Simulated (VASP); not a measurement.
# P (P4/mmm) in VASP: further runs, part 2 of 2

VASP 6.6.1. Earlier steps stand in the parts before.

## (3) Relaxation of cell and atoms, PBE

This run uses another cell than the first one, of 14.70 Å³/atom.

The input, INCAR:

```
SYSTEM = P
ALGO     = Normal         ! electronic algorithm
EDIFF    = 1E-7           ! SCF threshold, eV
EDIFFG   = -0.01          ! ionic threshold
ENCUT    = 600            ! plane-wave cutoff, eV
GGA      = PE             ! functional
IBRION   = 2              ! ionic algorithm
ISIF     = 3              ! what is computed and relaxed
ISMEAR   = 0              ! smearing method
LASPH    = .True.         ! aspherical terms in the spheres
LCHARG   = .False.        ! write CHGCAR
LREAL    = .False.        ! projectors in reciprocal space
LWAVE    = .False.        ! write WAVECAR
NELM     = 100            ! most SCF steps
NSW      = 100            ! ionic steps
PREC     = Accurate       ! precision mode
SIGMA    = 0.1            ! smearing width, eV
```

The input, KPOINTS:

```
k-points
0
Gamma
  22 22 12
  0 0 0
```

The input, POSCAR:

```
P
1.0
    2.4544214124      0.0000000000      0.0000000000
    0.0000000000      2.4544214124      0.0000000000
    0.0000000000      0.0000000000      4.8799049664
P
2
Direct
    0.0000000000      0.0000000000      0.7403205743
    0.0000000000      0.0000000000      0.2596794257
```

Potentials or basis: VASP PAW PBE potentials, release 64 (P).

The run is started by

```console
> cat potpaw_PBE.64/P/POTCAR > POTCAR
> mpirun -np 1 vasp_std > vasp.out
```

OUTCAR:

```text
SYSTEM = P
   EDIFF = 1E-7
   EDIFFG = -0.01
   ENCUT = 600
   GGA = PE
   IBRION = 2
   ISIF = 3
   ISMEAR = 0
   LASPH = .True.
   LREAL = .False.
   NELM = 100
   NSW = 100
   PREC = Accurate

 ion  position               nearest neighbor table
   1  0.000  0.000  0.740-   2 2.35   2 2.53
   2  0.000  0.000  0.260-   1 2.35   1 2.53

  LATTYP: Found a simple tetragonal cell.
 ALAT       =     2.4544214124
 C/A-ratio  =     1.9882099063

  Lattice vectors:

 A1 = (   2.4544214124,   0.0000000000,   0.0000000000)
 A2 = (   0.0000000000,   2.4544214124,   0.0000000000)
 A3 = (   0.0000000000,   0.0000000000,   4.8799049664)

Analysis of symmetry for initial positions (statically):
=====================================================================
 Subroutine PRICEL returns:
[... 434 lines left out ...]

 E-fermi :   9.6191     XC(G=0): -11.2754

 val. band max:        9.6124413922   @ k =   0.3182   0.2273   0.4167
 cond. band min:       9.6201344836   @ k =   0.4545   0.2727   0.3333
 fundamental gap:      0.0076930913
 Fermi energy:         9.6190781337

 k-point     1 :       0.0000    0.0000    0.0000
  band No.  band energies     occupation
      1      -6.8607      2.00000
      2      -2.5082      2.00000
      3       0.9704      2.00000
      4      14.6085      0.00000
      5      14.6085      0.00000
      6      14.7207      0.00000
      7      16.4224      0.00000
      8      16.4523      0.00000
      9      17.4505      0.00000
[... 265 lines left out ...]
 k-point    24 :       0.0909    0.0909    0.0000
  band No.  band energies     occupation
      1      -6.4850      2.00000
      2      -2.1304      2.00000
      3       1.3098      2.00000
      4      11.7591      0.00000
      5      12.6850      0.00000
      6      14.6260      0.00000
      7      15.0152      0.00000
      8      16.4713      0.00000
      9      17.9500      0.00000

 [... further k-points ...]
[... 5 lines left out ...]
  --------------------------------------------------------------------------------------
  -------------------------------------------------------------------------------------
  Total        0.0108197      0.0108197      0.0094035      0.0000000      0.0000000      0.0000000
  in kB        0.5948126      0.5948126      0.5169576      0.0000000      0.0000000      0.0000000
  external PRESSURE =       0.5688610 kB  Pullay stress =       0.0000000 kB
[... 17 lines left out ...]
  FREE ENERGIE OF THE ION-ELECTRON SYSTEM (eV)
  ---------------------------------------------------
  free  energy   TOTEN  =       -10.5477692329 eV

  energy  without entropy=      -10.5444613800  energy(sigma->0) =      -10.54611531

 reached required accuracy - stopping structural energy minimisation
```

CONTCAR:

```text
P
   1.00000000000000
     2.4447142373196482   -0.0000000000000000    0.0000000000000000
     0.0000000000000000    2.4447142373196482    0.0000000000000000
    -0.0000000000000000   -0.0000000000000000    4.8763088096996583
  P
     2
Direct
     0.0000000000000000    0.0000000000000000    0.7493180114401131
     0.0000000000000000    0.0000000000000000    0.2506819885598870

  0.00000000E+00  0.00000000E+00  0.00000000E+00
  0.00000000E+00  0.00000000E+00  0.00000000E+00
```

Run time: 13 min. Hardware: 1 thread of Intel Xeon 8259CL, shared host; peak memory 0.28 GiB.

What came out:

| Quantity | Value |
| --- | --- |
| Free energy | -10.5478 eV |
| Relaxed volume | 14.57 Å³/atom |
| Relaxed cell | a = 2.445 Å, b = 2.445 Å, c = 4.876 Å, α = 90.00°, β = 90.00°, γ = 90.00° |
| Space group after relaxing (to 0.1 Å) | Pm-3m (No. 221) |
| Energy gained by relaxing | 3.3 meV/atom |
| Ionic steps | 8 |
| Pressure after relaxing | 0.1 GPa |
| Largest force after relaxing | 0.007 eV/Å |
| Band gap on the k mesh | zero (bands 5 and 6 overlap by 10.12 eV) |

Forces in eV/Å, atoms in the order of the input:
```
P    0.000  0.000  0.007
P    0.000  0.000 -0.007
```

Step by step:
```csv
step,energy change (eV),largest force (eV/Å),pressure (GPa),volume (Å³)
1,0.0000,0.1406,0.02,29.40
2,-0.0022,0.0921,-0.33,29.40
3,-0.0026,0.0710,-0.51,29.41
4,-0.0041,0.0726,0.13,29.19
5,-0.0047,0.0614,0.86,28.97
6,-0.0056,0.0415,0.73,28.99
7,-0.0064,0.0072,0.56,29.02
8,-0.0067,0.0074,0.06,29.14
```

Final structure:
```
P
1.0
     2.44471    0.00000    0.00000
     0.00000    2.44471    0.00000
     0.00000    0.00000    4.87631
P
2
Direct
  0.00000 0.00000 0.74932
  0.00000 0.00000 0.25068
```

Levels at points of the mesh, in eV from the Fermi level:
| k point | band 2 | band 3 | band 4 | band 5 | band 6 | band 7 | band 8 | band 9 |
| --- | --- | --- | --- | --- | --- | --- | --- | --- |
| (0.00, 0.00, 0.00) | -12.13 | -8.65 | 4.99 | 4.99 | 5.10 | 6.80 | 6.83 | 7.83 |
| (0.50, 0.00, 0.00) | -8.64 | -7.46 | -5.28 | -5.22 | 1.02 | 7.79 | 7.90 | 9.37 |
| (0.50, 0.50, 0.00) | -5.26 | -5.26 | -2.21 | -2.15 | -2.15 | -1.66 | 1.01 | 4.73 |
| (0.00, 0.00, 0.50) | -15.04 | -3.06 | -3.01 | 6.05 | 6.05 | 6.09 | 6.09 | 7.85 |
| (0.50, 0.00, 0.50) | -10.73 | -7.41 | -7.37 | 0.45 | 0.52 | 6.07 | 6.10 | 8.78 |
| (0.50, 0.50, 0.50) | -6.06 | -4.11 | -4.11 | -4.07 | -4.07 | 2.34 | 2.37 | 4.47 |
